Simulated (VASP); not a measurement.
# RbCo3 (Pm-3n) in VASP: single point with PBE

Aim: the single point of RbCo3 with PBE.

All numbers are computed with VASP 6.6.1; they aren't measurements. Logs are shortened: lines on timing, memory, paths and dates and some standing lists are left out, and cuts for length are marked.

## 1. The cell of the first run

It takes space group Pm-3n (No. 223, cubic). The conventional cell has a = 5.283 Å, b = 5.283 Å, c = 5.283 Å, α = 90.00°, β = 90.00°, γ = 90.00°. Within 3.9 Å of Rb (site symmetry m-3) lie 12 Co at 2.95 Å. Co (site symmetry -4m2) has 10 Co at 2.64 to 3.24 Å and 4 Rb at 2.95 Å within 3.5 Å.

## 2. Single point, PBE, collinear spin, ferromagnetic start

Contents of INCAR:

```
ALGO = Normal ; EDIFF = 1E-6
ENCUT = 600 ; GGA = PE
GGA_COMPAT = F ; ISIF = 2
ISMEAR = 0 ; ISPIN = 2
LASPH = T ; LCHARG = F
LMAXMIX = 4 ; LORBIT = 11
LREAL = F ; LWAVE = F
MAGMOM = 0 0 3 3 3 3 3 3 ; NBANDS = 50
NELM = 200 ; PREC = Accurate
SIGMA = 0.1
```

Contents of KPOINTS:

```
k-points
0
Gamma
  4 4 4
```

Contents of POSCAR:

```
RbCo3
1.0
    5.2828892801      0.0000000000      0.0000000000
    0.0000000000      5.2828892801      0.0000000000
    0.0000000000      0.0000000000      5.2828892801
Rb Co
2 6
Direct
    0.0000000000      0.0000000000      0.0000000000
    0.5000000000      0.5000000000      0.5000000000
    0.0000000000      0.5000000000      0.2500000000
    0.0000000000      0.5000000000      0.7500000000
    0.2500000000      0.0000000000      0.5000000000
    0.7500000000      0.0000000000      0.5000000000
    0.5000000000      0.7500000000      0.0000000000
    0.5000000000      0.2500000000      0.0000000000
```

Potentials or basis: VASP PAW PBE potentials, release 64 (Rb_sv, Co).

Command:

```sh
$ cat potpaw_PBE.64/Rb_sv/POTCAR potpaw_PBE.64/Co/POTCAR > POTCAR
$ mpirun -np 1 vasp_std > vasp.out
```

OUTCAR:

```text
EDIFF = 1E-6
   ENCUT = 600
   GGA = PE
   ISIF = 2
   ISMEAR = 0
   ISPIN = 2
   LASPH = T
   LORBIT = 11
   LREAL = F
   NELM = 200
   PREC = Accurate

 ion  position               nearest neighbor table
   1  0.000  0.000  0.000-   3 2.95   4 2.95   5 2.95   6 2.95   7 2.95   8 2.95   5 2.95   6 2.95
                             3 2.95   4 2.95   7 2.95   8 2.95   2 4.58   2 4.58   2 4.58   2 4.58
   2  0.500  0.500  0.500-   3 2.95   4 2.95   5 2.95   6 2.95   7 2.95   8 2.95   7 2.95   8 2.95
                             5 2.95   6 2.95   3 2.95   4 2.95   1 4.58   1 4.58   1 4.58   1 4.58
   3  0.000  0.500  0.250-   4 2.64   4 2.64   1 2.95   2 2.95   1 2.95   2 2.95
   4  0.000  0.500  0.750-   3 2.64   3 2.64   1 2.95   2 2.95   1 2.95   2 2.95
   5  0.250  0.000  0.500-   6 2.64   6 2.64   1 2.95   1 2.95   2 2.95   2 2.95
   6  0.750  0.000  0.500-   5 2.64   5 2.64   1 2.95   1 2.95   2 2.95   2 2.95
   7  0.500  0.750  0.000-   8 2.64   8 2.64   1 2.95   2 2.95   2 2.95   1 2.95
   8  0.500  0.250  0.000-   7 2.64   7 2.64   1 2.95   2 2.95   2 2.95   1 2.95

  LATTYP: Found a simple cubic cell.
 ALAT       =     5.2828892801

  Lattice vectors:

 A1 = (   5.2828892801,   0.0000000000,   0.0000000000)
 A2 = (   0.0000000000,   5.2828892801,   0.0000000000)
 A3 = (   0.0000000000,   0.0000000000,   5.2828892801)

Analysis of symmetry for initial positions (statically):
=====================================================================
 Subroutine PRICEL returns:
 Original cell was already a primitive cell.

 Routine SETGRP: Setting up the symmetry group for a
 simple cubic supercell.

 Subroutine GETGRP returns: Found 48 space group operations
 (whereof 24 operations were pure point group operations)
 out of a pool of 48 trial point group operations.

The static configuration has the point symmetry T_h .
 The point group associated with its full space group is O_h .

Analysis of symmetry for dynamics (positions and initial velocities):
=====================================================================
 Subroutine PRICEL returns:
 Original cell was already a primitive cell.

 Routine SETGRP: Setting up the symmetry group for a
 simple cubic supercell.

 Subroutine GETGRP returns: Found 48 space group operations
 (whereof 24 operations were pure point group operations)
 out of a pool of 48 trial point group operations.

The dynamic configuration has the point symmetry T_h .
 The point group associated with its full space group is O_h .

Analysis of structural, dynamic, and magnetic symmetry:
=====================================================================
 Subroutine PRICEL returns:
 Original cell was already a primitive cell.

 Routine SETGRP: Setting up the symmetry group for a
 simple cubic supercell.

 Subroutine GETGRP returns: Found 48 space group operations
 (whereof 24 operations were pure point group operations)
 out of a pool of 48 trial point group operations.

The overall configuration has the point symmetry T_h .
 The point group associated with its full space group is O_h .

 Subroutine INISYM returns: Found 48 space group operations
 (whereof 24 operations are pure point group operations),
 and found     1 'primitive' translations

----------------------------------------------------------------------------------------

                                     Primitive cell

  volume of cell :     147.4397

  direct lattice vectors                    reciprocal lattice vectors
     5.282889280  0.000000000  0.000000000     0.189290357  0.000000000  0.000000000
     0.000000000  5.282889280  0.000000000     0.000000000  0.189290357  0.000000000
     0.000000000  0.000000000  5.282889280     0.000000000  0.000000000  0.189290357

  length of vectors
     5.282889280  5.282889280  5.282889280     0.189290357  0.189290357  0.189290357

  position of ions in fractional coordinates (direct lattice)
     0.000000000  0.000000000  0.000000000
     0.500000000  0.500000000  0.500000000
     0.000000000  0.500000000  0.250000000
     0.000000000  0.500000000  0.750000000
     0.250000000  0.000000000  0.500000000
     0.750000000  0.000000000  0.500000000
[... 55 lines left out ...]
   dimension x,y,z NGX =    42 NGY =   42 NGZ =   42
   dimension x,y,z NGXF=    84 NGYF=   84 NGZF=   84
   ions per type =               2   6
   NGX,Y,Z   is equivalent  to a cutoff of  13.22, 13.22, 13.22 a.u.
   NGXF,Y,Z  is equivalent  to a cutoff of  26.43, 26.43, 26.43 a.u.
 SYSTEM =  unknown system
   PREC   = accura    normal or accurate (medium, high low for compatibility)
   ISTART =      0    job   : 0-new  1-cont  2-samecut
   ICHARG =      2    charge: 1-file 2-atom 10-const
   ISPIN  =      2    spin polarized calculation?
   LNONCOLLINEAR =      F non collinear calculations
   LSORBIT =      F    spin-orbit coupling
   LASPH  =      T    aspherical Exc in radial PAW
   ENCUT  =  600.0 eV  44.10 Ry    6.64 a.u.  10.55 10.55 10.55*2*pi/ulx,y,z
   NELM   =    200;   NELMIN=  2; NELMDL= -5     # of ELM steps
   EDIFF  = 0.1E-05   stopping-criterion for ELM
   LREAL  =      F    real-space projection
   EDIFFG = 0.1E-04   stopping-criterion for IOM
   NSW    =      0    number of steps for IOM
   IBRION =     -1    ionic relax: 0-MD 1-quasi-New 2-CG
   NFREE  =      0    steps in history (QN), initial steepest desc. (CG)
   ISIF   =      2    stress and relaxation
   ISYM   =      2    0-nonsym 1-usesym 2-fastsym
   POTIM  = 0.5000    time-step for ionic-motion
   TEBEG  =    0.0;   TEEND  =   0.0 temperature during run
   PSTRESS=    0.0 pullay stress
   NELECT =      72.0000    total number of electrons
   NUPDOWN=      -1.0000    fix difference up-down
   EMIN   =  10.00;   EMAX   =-10.00  energy-range for DOS
   EFERMI =   0.00;   METHOD = LEGACY
   ISMEAR =     0;   SIGMA  =   0.10  broadening in eV -4-tet -1-fermi 0-gaus
   EFERMI_NEDOS =   21; number of points for ismear=-14 and -15
   IALGO  =     38    algorithm
   IMIX   =      4    mixing-type and parameters
     AMIX     =   0.40;   BMIX     =  1.00
     AMIX_MAG =   1.60;   BMIX_MAG =  1.00
  volume/ion in A,a.u.               =      18.43       124.37
  Fermi-wavevector in a.u.,A,eV,Ry     =   1.289182  2.436200 22.612742  1.661990
  Thomas-Fermi vector in A             =   2.421090
   LORBIT       =     11    0 simple, 1 ext, 2 COOP (PROOUT), +10 PAW based schemes
   GGA     = PE    functional components
   LHFCALC =     F    Hartree Fock is set to
   AEXX    =    0.0000 exact exchange contribution
   IVDW    =     0    specifies the selected vdW correction
   LEPSILON=     F    determine dielectric tensor
   LRPA    =     F    only Hartree local field effects (RPA)
 spin polarized calculation
 Gauss-broadening in eV      SIGMA  =   0.10
  energy-cutoff  :      600.00
  volume of cell :      147.44
 maximum number of plane-waves:      4956
   NGX = 21   NGY = 21   NGZ = 21

 number of electron      71.9999961 magnetization      11.3725696

 Free energy of the ion-electron system (eV)
  ---------------------------------------------------
  ext. energy  EPLUGINS =         0.00000000
  ---------------------------------------------------
  free energy    TOTEN  =       -30.45811691 eV

  energy without entropy =      -30.41766474  energy(sigma->0) =      -30.43789082

 E-fermi :   4.9475     XC(G=0): -10.7175

 val. band max:        4.9213686271   @ k =   0.5000   0.2500   0.0000
 cond. band min:       4.9481463102   @ k =   0.5000   0.0000   0.0000
 fundamental gap:      0.0267776831
 Fermi energy:         4.9475392978

 spin component 1

 k-point     1 :       0.0000    0.0000    0.0000
  band No.  band energies     occupation
      1     -21.6618      1.00000
      2     -21.6278      1.00000
      3      -6.2642      1.00000
      4      -6.2642      1.00000
      5      -6.2642      1.00000
      6      -6.0352      1.00000
[... 499 lines left out ...]
     47      10.7083      0.00000
     48      10.7083      0.00000
 Fermi energy:         4.9475392978

 spin component 2

 k-point     1 :       0.0000    0.0000    0.0000
  band No.  band energies     occupation
      1     -21.6474      1.00000
      2     -21.6125      1.00000
      3      -6.2605      1.00000
      4      -6.2605      1.00000
      5      -6.2605      1.00000
      6      -6.0188      1.00000
[... 499 lines left out ...]
     47      11.0778      0.00000
     48      11.0778      0.00000
 [bands above 48 left out]

------------------------ aborting loop because EDIFF is reached ----------------------------------------

  FORCE on cell =-STRESS in cart. coord.  units (eV):
  Direction    XX          YY          ZZ          XY          YZ          ZX
  --------------------------------------------------------------------------------------
  -------------------------------------------------------------------------------------
  Total       -1.5185180     -1.5185180     -1.5185180      0.0000000      0.0000000      0.0000000
  in kB      -16.5012179    -16.5012179    -16.5012179      0.0000000      0.0000000      0.0000000
  external PRESSURE =     -16.5012179 kB  Pullay stress =       0.0000000 kB

 VOLUME and BASIS-vectors are now :
 -----------------------------------------------------------------------------
  energy-cutoff  :      600.00
  volume of cell :      147.44
      direct lattice vectors                 reciprocal lattice vectors
     5.282889280  0.000000000  0.000000000     0.189290357  0.000000000  0.000000000
     0.000000000  5.282889280  0.000000000     0.000000000  0.189290357  0.000000000
     0.000000000  0.000000000  5.282889280     0.000000000  0.000000000  0.189290357

 POSITION                                       TOTAL-FORCE (eV/Angst)
 -----------------------------------------------------------------------------------
      0.00000      0.00000      0.00000         0.000000      0.000000      0.000000
      2.64144      2.64144      2.64144         0.000000      0.000000      0.000000
      0.00000      2.64144      1.32072        -0.000000     -0.000000      0.000000
      0.00000      2.64144      3.96217        -0.000000     -0.000000     -0.000000
      1.32072      0.00000      2.64144         0.000000      0.000000      0.000000
      3.96217      0.00000      2.64144        -0.000000     -0.000000     -0.000000
      2.64144      3.96217      0.00000        -0.000000      0.000000     -0.000000
      2.64144      1.32072      0.00000         0.000000     -0.000000      0.000000
 -----------------------------------------------------------------------------------
    total drift:                                0.000000     -0.000000     -0.000000

  FREE ENERGIE OF THE ION-ELECTRON SYSTEM (eV)
  ---------------------------------------------------
  free  energy   TOTEN  =       -30.4581169079 eV

  energy  without entropy=      -30.4176647390  energy(sigma->0) =      -30.43789082

 total charge

# of ion       s       p       d       tot
------------------------------------------
    1        1.997   5.265   0.156   7.418
    2        1.997   5.265   0.156   7.418
    3        0.405   0.195   7.207   7.807
    4        0.405   0.195   7.207   7.807
    5        0.405   0.195   7.207   7.807
    6        0.405   0.195   7.207   7.807
    7        0.405   0.195   7.207   7.807
    8        0.405   0.195   7.207   7.807
--------------------------------------------------
tot          6.423  11.700  43.555  61.678

 magnetization (x)

# of ion       s       p       d       tot
------------------------------------------
    1       -0.008   0.032  -0.015   0.010
    2       -0.008   0.032  -0.015   0.010
    3        0.033  -0.014   1.917   1.935
    4        0.033  -0.014   1.917   1.935
    5        0.033  -0.014   1.917   1.935
    6        0.033  -0.014   1.917   1.935
    7        0.033  -0.014   1.917   1.935
    8        0.033  -0.014   1.917   1.935
--------------------------------------------------
tot          0.182  -0.020  11.470  11.632
```

It took 3.9 min on 1 thread of AMD EPYC 7R13 (Zen 3), shared host; peak memory 0.35 GiB.

What came out:

| Quantity | Value |
| --- | --- |
| Free energy | -30.4581 eV |
| Pressure | -1.7 GPa |
| Net moment | 11.37 μB per cell |
| Site moments | Rb +0.01; Co +1.94 μB |
| Valence electrons inside the program's atomic spheres | Rb 7.42; Co 7.81 |
